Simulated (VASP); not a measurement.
A run of VASP 6.6.1 is set up as follows.

File INCAR:

```
SYSTEM = TiB2
ALGO     = Normal         ! electronic algorithm
EDIFF    = 1E-8           ! SCF threshold, eV
ENCUT    = 520            ! plane-wave cutoff, eV
GGA      = PS             ! functional
ISIF     = 2              ! what is computed and relaxed
ISMEAR   = -1             ! smearing method
LASPH    = .TRUE.         ! aspherical terms in the spheres
LCHARG   = .FALSE.        ! write CHGCAR
LEFG     = .TRUE.       
LREAL    = .FALSE.        ! projectors in reciprocal space
LWAVE    = .FALSE.        ! write WAVECAR
NBANDS   = 16             ! bands
NELM     = 100            ! most SCF steps
PREC     = Accurate       ! precision mode
SIGMA    = 0.08           ! smearing width, eV
```

File KPOINTS:

```
k-points
0
G
  15 15 13
  0 0 0
```

Contents of POSCAR:

```
TiB2
1.0
    2.9686142376      0.0000000000      0.0000000000
   -1.4843071188      2.5708953438      0.0000000000
    0.0000000000      0.0000000000      3.2284000000
Ti B
1 2
Direct
    0.0000000000      0.0000000000      0.0000000000
    0.3333333333      0.6666666667      0.5000000000
    0.6666666667      0.3333333333      0.5000000000
```

Potentials or basis: VASP PAW PBE potentials, release 64 (Ti_sv, B).

Launch:

```sh
$ cat potpaw_PBE.64/Ti_sv/POTCAR potpaw_PBE.64/B/POTCAR > POTCAR
$ mpirun -np 1 vasp_std > vasp.out
```

Task: What does it give for the band gap on the k mesh?

Result: Zero (bands 9 and 10 overlap by 0.53 eV).

Task: Estimate the pressure.

Result: 6.9 GPa.

Electric field gradients, principal values (V/Å²):
| atom | least | middle | greatest (by size) |
| --- | --- | --- | --- |
| 1 Ti | -11.019 | -11.020 | 22.039 |
| 2 B | -2.781 | -2.781 | 5.562 |
| 3 B | -2.781 | -2.781 | 5.562 |

Caveat: the cell differs from its parent crystal (equal xx and yy strain of -2 %); the cell stands under pressure; without QUAD_EFG the Cq values of the log hold for a quadrupole moment of 1 mb, not for the nuclei; the PAW data sets were made with another functional, which shifts forces and pressure a little.
